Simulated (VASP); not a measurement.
# TePb (Fm-3m) in VASP: a series of runs

Aim: see how the results for TePb move with the level of theory and the settings. Levels: r2SCAN, PBE. Tasks: single point.

Program: VASP 6.6.1. These are calculated values, not measurements. Logs are shortened: lines on timing, memory, paths and dates and some standing lists are left out, and cuts for length are marked.

### Step 1. The cell of the first run

Symmetry: Fm-3m, No. 225, cubic system. Conventional cell: a = 6.274 Å, b = 6.274 Å, c = 6.274 Å, α = 90.00°, β = 90.00°, γ = 90.00°. Within 4.1 Å of Pb (site symmetry m-3m) lie 6 Te at 3.14 Å. Te (site symmetry m-3m) has 6 Pb at 3.14 Å within 4.1 Å.

### Step 2. Single point, r2SCAN, non-collinear spin, zero start, spin-orbit coupling (strain -4.0%)

File POSCAR:

```
TePb
1.0
    0.0000000000      3.1371233749      3.1371233749
    3.1371233749      0.0000000000      3.1371233749
    3.1371233749      3.1371233749      0.0000000000
Pb Te
1 1
Direct
    0.0000000000      0.0000000000      0.0000000000
    0.5000000000      0.5000000000      0.5000000000
```

File INCAR.step1:

```
SYSTEM = TePb
PREC     = Accurate       ! precision mode
ENCUT    = 520            ! plane-wave cutoff, eV
ISMEAR   = -1             ! smearing method
SIGMA    = 0.02           ! smearing width, eV
LREAL    = .FALSE.        ! projectors in reciprocal space
LASPH    = .TRUE.         ! aspherical terms in the spheres
NELM     = 150            ! most SCF steps
LNONCOLLINEAR= .TRUE.         ! non-collinear magnetism
MAGMOM   = 0 0 0 0 0 0    ! initial moments
LSORBIT  = .TRUE.         ! spin-orbit coupling
GGA_COMPAT= .FALSE.      
NBANDS   = 32             ! bands
GGA      = PE             ! functional
ALGO     = Normal         ! electronic algorithm
EDIFF    = 1E-4           ! SCF threshold, eV
LWAVE    = .TRUE.         ! write WAVECAR
LCHARG   = .FALSE.        ! write CHGCAR
```

File INCAR.step2:

```
SYSTEM = TePb
PREC     = Accurate       ! precision mode
ENCUT    = 520            ! plane-wave cutoff, eV
EDIFF    = 1E-7           ! SCF threshold, eV
ISMEAR   = -1             ! smearing method
SIGMA    = 0.02           ! smearing width, eV
LREAL    = .FALSE.        ! projectors in reciprocal space
LASPH    = .TRUE.         ! aspherical terms in the spheres
NELM     = 150            ! most SCF steps
ALGO     = Normal         ! electronic algorithm
ISIF     = 2              ! what is computed and relaxed
LWAVE    = .FALSE.        ! write WAVECAR
LCHARG   = .FALSE.        ! write CHGCAR
LNONCOLLINEAR= .TRUE.         ! non-collinear magnetism
MAGMOM   = 0 0 0 0 0 0    ! initial moments
LORBIT   = 11             ! projections on sites
LSORBIT  = .TRUE.         ! spin-orbit coupling
GGA_COMPAT= .FALSE.      
LORBMOM  = .TRUE.       
METAGGA  = R2SCAN         ! meta-GGA
LMIXTAU  = .TRUE.       
NBANDS   = 32             ! bands
ISTART   = 1
```

File KPOINTS:

```
regular mesh
0
G
  8 8 8
  0 0 0
```

Potentials or basis: VASP PAW PBE potentials, release 64 (Pb_d, Te).

The run is started by

```sh
cat potpaw_PBE.64/Pb_d/POTCAR potpaw_PBE.64/Te/POTCAR > POTCAR
cp INCAR.step1 INCAR
mpirun -np 1 vasp_ncl > vasp.out
cp INCAR.step2 INCAR
mpirun -np 1 vasp_ncl > vasp.out
```

OUTCAR:

```text
SYSTEM = TePb
   PREC = Accurate
   ENCUT = 520
   EDIFF = 1E-7
   ISMEAR = -1
   LREAL = .FALSE.
   LASPH = .TRUE.
   NELM = 150
   ISIF = 2
   LNONCOLLINEAR = .TRUE.
   LORBIT = 11
   LSORBIT = .TRUE.
   METAGGA = R2SCAN
   ISTART = 1

 ion  position               nearest neighbor table
   1  0.000  0.000  0.000-   2 3.14   2 3.14   2 3.14   2 3.14   2 3.14   2 3.14
   2  0.500  0.500  0.500-   1 3.14   1 3.14   1 3.14   1 3.14   1 3.14   1 3.14

  LATTYP: Found a face centered cubic cell.
 ALAT       =     6.2742467498

  Lattice vectors:

 A1 = (   0.0000000000,   3.1371233749,   3.1371233749)
 A2 = (   3.1371233749,   0.0000000000,   3.1371233749)
 A3 = (   3.1371233749,   3.1371233749,   0.0000000000)

Analysis of symmetry for initial positions (statically):
=====================================================================
 Subroutine PRICEL returns:
 Original cell was already a primitive cell.

 Routine SETGRP: Setting up the symmetry group for a
 face centered cubic supercell.

 Subroutine GETGRP returns: Found 48 space group operations
 (whereof 48 operations were pure point group operations)
 out of a pool of 48 trial point group operations.

The static configuration has the point symmetry O_h .

Analysis of symmetry for dynamics (positions and initial velocities):
=====================================================================
 Subroutine PRICEL returns:
 Original cell was already a primitive cell.

 Routine SETGRP: Setting up the symmetry group for a
 face centered cubic supercell.

 Subroutine GETGRP returns: Found 48 space group operations
 (whereof 48 operations were pure point group operations)
 out of a pool of 48 trial point group operations.

The dynamic configuration has the point symmetry O_h .

Analysis of structural, dynamic, and magnetic symmetry:
=====================================================================
 Subroutine PRICEL returns:
 Original cell was already a primitive cell.

 Routine SETGRP: Setting up the symmetry group for a
 face centered cubic supercell.

 Subroutine GETGRP returns: Found 48 space group operations
 (whereof 48 operations were pure point group operations)
 out of a pool of 48 trial point group operations.

The overall configuration has the point symmetry O_h .

 Subroutine INISYM returns: Found 48 space group operations
 (whereof 48 operations are pure point group operations),
 and found     1 'primitive' translations

----------------------------------------------------------------------------------------

                                     Primitive cell

  volume of cell :      61.7483

  direct lattice vectors                    reciprocal lattice vectors
     0.000000000  3.137123375  3.137123375    -0.159381682  0.159381682  0.159381682
     3.137123375  0.000000000  3.137123375     0.159381682 -0.159381682  0.159381682
     3.137123375  3.137123375  0.000000000     0.159381682  0.159381682 -0.159381682

  length of vectors
     4.436562424  4.436562424  4.436562424     0.276057171  0.276057171  0.276057171

  position of ions in fractional coordinates (direct lattice)
     0.000000000  0.000000000  0.000000000
     0.500000000  0.500000000  0.500000000

  ion indices of the primitive-cell ions
   primitive index   ion index
                 1           1
                 2           2

----------------------------------------------------------------------------------------

 KPOINTS: regular mesh

Automatic generation of k-mesh.
 Grid dimensions read from file:
 generate k-points for:    8    8    8

 Generating k-lattice:

  Cartesian coordinates                     Fractional coordinates (reciprocal lattice)
    -0.019922710  0.019922710  0.019922710     0.125000000  0.000000000  0.000000000
     0.019922710 -0.019922710  0.019922710     0.000000000  0.125000000  0.000000000
     0.019922710  0.019922710 -0.019922710     0.000000000  0.000000000  0.125000000

  Length of vectors
[... 92 lines left out ...]
 number of electron      19.9999999 magnetization       0.0000000      0.0000000      0.0000000

 number of electron      19.9999999 magnetization      -0.0000000     -0.0000000     -0.0000000

 number of electron      19.9999999 magnetization      -0.0000000     -0.0000000      0.0000000

 number of electron      19.9999999 magnetization       0.0000000      0.0000000     -0.0000000

 Free energy of the ion-electron system (eV)
  ---------------------------------------------------
  ext. energy  EPLUGINS =         0.00000000
  ---------------------------------------------------
  free energy    TOTEN  =       -83.05981665 eV

  energy without entropy =      -83.05948170  energy(sigma->0) =      -83.05964918

 E-fermi :   6.8132     XC(G=0): -10.2515

 val. band max:        6.7887528487   @ k =   0.5000   0.0000   0.0000
 cond. band min:       6.8377314896   @ k =   0.5000   0.0000   0.0000
 fundamental gap:      0.0489786409
 Fermi energy:         6.8132431064

 k-point     1 :       0.0000    0.0000    0.0000
  band No.  band energies     occupation
      1     -12.2639      1.00000
      2     -12.2639      1.00000
      3     -12.2639      1.00000
      4     -12.2639      1.00000
      5      -9.7097      1.00000
      6      -9.7097      1.00000
[... 829 lines left out ...]
     31      17.0485      0.00000
     32      17.0485      0.00000

 [... further k-points ...]
[... 5 lines left out ...]
  --------------------------------------------------------------------------------------
  -------------------------------------------------------------------------------------
  Total        2.4753791      2.4753791      2.4753791      0.0000000      0.0000000      0.0000000
  in kB       64.2284603     64.2284603     64.2284603      0.0000000      0.0000000      0.0000000
  external PRESSURE =      64.2284603 kB  Pullay stress =       0.0000000 kB

 VOLUME and BASIS-vectors are now :
 -----------------------------------------------------------------------------
  energy-cutoff  :      520.00
  volume of cell :       61.75
      direct lattice vectors                 reciprocal lattice vectors
     0.000000000  3.137123375  3.137123375    -0.159381682  0.159381682  0.159381682
     3.137123375  0.000000000  3.137123375     0.159381682 -0.159381682  0.159381682
     3.137123375  3.137123375  0.000000000     0.159381682  0.159381682 -0.159381682

 POSITION                                       TOTAL-FORCE (eV/Angst)
 -----------------------------------------------------------------------------------
      0.00000      0.00000      0.00000        -0.000000      0.000000     -0.000000
      3.13712      3.13712      3.13712         0.000000     -0.000000      0.000000
 -----------------------------------------------------------------------------------
    total drift:                               -0.000000      0.000000      0.000000

  FREE ENERGIE OF THE ION-ELECTRON SYSTEM (eV)
  ---------------------------------------------------
  free  energy   TOTEN  =       -83.0598166538 eV

  energy  without entropy=      -83.0594816994  energy(sigma->0) =      -83.05964918

 orbital moment (x)

 # of ion     p       d       tot
 ----------------------------------------
  1        -0.000  -0.000  -0.000
  2         0.000   0.000   0.000
 ----------------------------------------
            0.000  -0.000   0.000

 orbital moment (y)

 # of ion     p       d       tot
 ----------------------------------------
  1         0.000  -0.000   0.000
  2         0.000  -0.000   0.000
 ----------------------------------------
            0.000  -0.000   0.000

 orbital moment (z)

 # of ion     p       d       tot
 ----------------------------------------
  1         0.000   0.000   0.000
  2         0.000   0.000   0.000
 ----------------------------------------
            0.000   0.000   0.000

 Spin-Orbit-Coupling matrix elements

 Ion:    1  E_soc:     -0.8737408
 l=   1
     0.0000000    -0.0801010    -0.0801010
    -0.0801010     0.0000000    -0.0801010
    -0.0801010    -0.0801010     0.0000000
 l=   2
     0.0000000    -0.0131127     0.0000000    -0.0131127    -0.0524098
    -0.0131127     0.0000000    -0.0393073    -0.0131127    -0.0131024
     0.0000000    -0.0393073     0.0000000    -0.0393073     0.0000000
    -0.0131127    -0.0131127    -0.0393073     0.0000000    -0.0131024
    -0.0524098    -0.0131024     0.0000000    -0.0131024     0.0000000
 l=   3
     0.0000000     0.0000000     0.0000000     0.0000000     0.0000000     0.0000000     0.0000000
     0.0000000     0.0000000     0.0000000     0.0000000     0.0000000     0.0000000     0.0000000
     0.0000000     0.0000000     0.0000000     0.0000000     0.0000000     0.0000000     0.0000000
     0.0000000     0.0000000     0.0000000     0.0000000     0.0000000     0.0000000     0.0000000
     0.0000000     0.0000000     0.0000000     0.0000000     0.0000000     0.0000000     0.0000000
     0.0000000     0.0000000     0.0000000     0.0000000     0.0000000     0.0000000     0.0000000
     0.0000000     0.0000000     0.0000000     0.0000000     0.0000000     0.0000000     0.0000000

 Ion:    2  E_soc:     -0.1964068
 l=   1
     0.0000000    -0.0327849    -0.0327849
    -0.0327849     0.0000000    -0.0327849
    -0.0327849    -0.0327849     0.0000000
 l=   2
     0.0000000    -0.0000137     0.0000000    -0.0000137     0.0000641
    -0.0000137     0.0000000     0.0000481    -0.0000137     0.0000160
     0.0000000     0.0000481     0.0000000     0.0000481     0.0000000
    -0.0000137    -0.0000137     0.0000481     0.0000000     0.0000160
     0.0000641     0.0000160     0.0000000     0.0000160     0.0000000
 l=   3
     0.0000000     0.0000000     0.0000000     0.0000000     0.0000000     0.0000000     0.0000000
     0.0000000     0.0000000     0.0000000     0.0000000     0.0000000     0.0000000     0.0000000
     0.0000000     0.0000000     0.0000000     0.0000000     0.0000000     0.0000000     0.0000000
     0.0000000     0.0000000     0.0000000     0.0000000     0.0000000     0.0000000     0.0000000
     0.0000000     0.0000000     0.0000000     0.0000000     0.0000000     0.0000000     0.0000000
     0.0000000     0.0000000     0.0000000     0.0000000     0.0000000     0.0000000     0.0000000
     0.0000000     0.0000000     0.0000000     0.0000000     0.0000000     0.0000000     0.0000000

 total charge

# of ion       s       p       d       tot
------------------------------------------
    1        1.441   0.652   9.834  11.928
    2        1.382   2.064   0.027   3.473
--------------------------------------------------
tot          2.824   2.716   9.861  15.401

 magnetization (x)

# of ion       s       p       d       tot
------------------------------------------
    1        0.000   0.000  -0.000  -0.000
    2        0.000  -0.000   0.000  -0.000
--------------------------------------------------
tot          0.000  -0.000  -0.000  -0.000

 magnetization (y)

# of ion       s       p       d       tot
------------------------------------------
    1        0.000   0.000  -0.000   0.000
    2       -0.000   0.000   0.000  -0.000
--------------------------------------------------
tot          0.000   0.000  -0.000   0.000

 magnetization (z)

# of ion       s       p       d       tot
------------------------------------------
    1       -0.000  -0.000  -0.000  -0.000
    2        0.000   0.000   0.000   0.000
--------------------------------------------------
tot         -0.000   0.000  -0.000  -0.000
```

It took 8.9 min on 1 thread of Intel Xeon Platinum 8488C (Sapphire Rapids), shared host; peak memory 0.49 GiB.

Results:

```yaml
Free_energy: -83.0598 eV
Pressure: 6.4 GPa
Net_moment: 0.00 μB per cell
Valence_electrons_inside_the_program's_atomic_spheres: Pb 11.93; Te 3.47
```

Moments on the atoms (μB; x, y, z):
```
Pb  0.00 0.00 0.00
Te  0.00 0.00 0.00
```

Caveat: the cell differs from its parent crystal (strain -4.0%); the cell stands under pressure; the PAW data sets were made with another functional, which shifts forces and pressure a little.

### Step 3. Single point, r2SCAN, non-collinear spin, zero start, spin-orbit coupling (strain -3.0%)

File POSCAR:

```
TePb
1.0
    0.0000000000      3.1698017434      3.1698017434
    3.1698017434      0.0000000000      3.1698017434
    3.1698017434      3.1698017434      0.0000000000
Pb Te
1 1
Direct
    0.0000000000      0.0000000000      0.0000000000
    0.5000000000      0.5000000000      0.5000000000
```

File INCAR.step1:

```
PREC = Accurate ; ENCUT = 520
ISMEAR = -1 ; SIGMA = 0.02
LREAL = F ; LASPH = T
NELM = 150 ; LNONCOLLINEAR = T
MAGMOM = 0 0 0 0 0 0 ; LSORBIT = T
GGA_COMPAT = F ; NBANDS = 32
GGA = PE ; ALGO = Normal
EDIFF = 1E-4 ; LWAVE = T
LCHARG = F
```

File INCAR.step2:

```
PREC = Accurate ; ENCUT = 520
EDIFF = 1E-6 ; ISMEAR = -1
SIGMA = 0.02 ; LREAL = F
LASPH = T ; NELM = 150
ALGO = Normal ; ISIF = 2
LWAVE = F ; LCHARG = T
LNONCOLLINEAR = T ; MAGMOM = 0 0 0 0 0 0
LORBIT = 11 ; LSORBIT = T
GGA_COMPAT = F ; LORBMOM = T
METAGGA = R2SCAN ; LMIXTAU = T
LVHAR = T ; NBANDS = 32
ISTART = 1
```

File KPOINTS:

```
Automatic mesh
0
Gamma
  8 8 8
```

Potentials or basis: VASP PAW PBE potentials, release 64 (Pb_d, Te).

The run is started by

```sh
cat potpaw_PBE.64/Pb_d/POTCAR potpaw_PBE.64/Te/POTCAR > POTCAR
cp INCAR.step1 INCAR
mpirun -np 1 vasp_ncl > vasp.out
cp INCAR.step2 INCAR
mpirun -np 1 vasp_ncl > vasp.out
```

Wall time 11 min (1 thread of Intel Xeon Platinum 8488C (Sapphire Rapids), shared host); peak memory 0.49 GiB.

The run converged. Its results:

```yaml
Free_energy: -83.1265 eV
Pressure: 4.5 GPa
Net_moment: 0.00 μB per cell
Valence_electrons_inside_the_program's_atomic_spheres: Pb 11.90; Te 3.46
```

Moments on the atoms (μB; x, y, z):
```
Pb  0.00 0.00 0.00
Te  0.00 0.00 0.00
```

Caveat: the cell differs from its parent crystal (strain -3.0%); the cell stands under pressure; the PAW data sets were made with another functional, which shifts forces and pressure a little.

[end of part 1 of 2]
